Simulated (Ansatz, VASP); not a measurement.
# ScAl3N4 in VASP and in Ansatz

INCAR

```
SYSTEM = ScAl3N4
PREC = Accurate ; ENCUT = 520
EDIFF = 1E-6 ; ISMEAR = 0
SIGMA = 0.01 ; LREAL = .False.
LASPH = .True. ; NELM = 60
ALGO = Normal ; ISIF = 2
LWAVE = .False. ; LCHARG = .False.
GGA = PS ; NBANDS = 30
```

The input KPOINTS:

```
Automatic mesh
0
Gamma
  10 8 10
  0 0 0
```

The input POSCAR:

```
ScAl3N4
1.0
   -3.2085883332      0.0000000000      0.0000000000
    0.0000000000      5.6037523390     -0.0022451692
    1.6042941666     -2.7998414826     -5.0387629932
Sc Al N
1 3 4
Direct
    0.0165347767      0.3482556166      0.0330695534
    0.5132526363      0.8482975475      0.0265052727
    0.7653681890      0.4300952219      0.5307363781
    0.2611565994      0.9301398416      0.5223131987
    0.7910147978      0.1228280763      0.5820295957
    0.2938157532      0.6291635566      0.5876315064
    0.5503305683      0.2055348065      0.1006611365
    0.0445266793      0.7216853330      0.0890533585
```

Input for Ansatz:

```yaml
crystal:
  lattice:
    - [-3.2085883332, 0.0, 0.0]
    - [0.0, 5.603752339, -0.0022451692]
    - [1.6042941666, -2.7998414826, -5.0387629932]
  atoms:
    - { symbol: Sc, position: [0.0165347767, 0.3482556166, 0.0330695534] }
    - { symbol: Al, position: [0.5132526363, 0.8482975475, 0.0265052727] }
    - { symbol: Al, position: [0.765368189, 0.4300952219, 0.5307363781] }
    - { symbol: Al, position: [0.2611565994, 0.9301398416, 0.5223131987] }
    - { symbol: "N", position: [0.7910147978, 0.1228280763, 0.5820295957] }
    - { symbol: "N", position: [0.2938157532, 0.6291635566, 0.5876315064] }
    - { symbol: "N", position: [0.5503305683, 0.2055348065, 0.1006611365] }
    - { symbol: "N", position: [0.0445266793, 0.721685333, 0.0890533585] }
basis:
  ecutwfc: 420
  xc_grid: 2
kpoints:
  mp_grid: { grid: [10, 8, 10] }
hamiltonian:
  xc: pbesol
  pseudopotentials: { kind: paw, azcp: { folder: soft_1 } }
scf:
  occupations: { method: fixed }
output:
  forces: true
  stress: true
  eigenvalues: true
  polarization: {}
```

Change from the starting cell: polar distortion scaled by 0.55.

Alike in both runs: task single point; functional PBEsol; k mesh 10 × 8 × 10; no spin polarisation.

|  | VASP | Ansatz |
| --- | --- | --- |
| version | VASP 6.6.1 | Ansatz 0.2.0 |
| potentials or method | VASP PAW PBE potentials, release 64 (Sc_sv, Al, N), cutoff 520 eV | scalar-relativistic, plane waves, PAW |
| occupations | gaussian, width 0.01 eV | fixed |
| valence electrons in the cell | 40 | 40 |

Ansatz gave:

| Property | Result |
| --- | --- |
| gap on the k mesh at the Fermi level (eV) | 2.82 |
| least direct gap on the mesh (eV) | 2.82 |
| pressure (GPa) | 2.9 |
| traceless stress, the component that is largest in VASP (GPa) | -15.27 |
| rms of the force components (eV/Å) | 0.822 |

What did VASP give for the same quantities?

gap on the k mesh at the Fermi level (eV): 2.84; least direct gap on the mesh (eV): 2.84; pressure (GPa): 3.2; traceless stress, the component that is largest in VASP (GPa): -15.55; rms of the force components (eV/Å): 0.843.

VASP's potentials were made for PBE, not for PBEsol, and Ansatz warns of the same on its side. Atom by atom the forces differ by 0.027 eV/Å (rms over components).
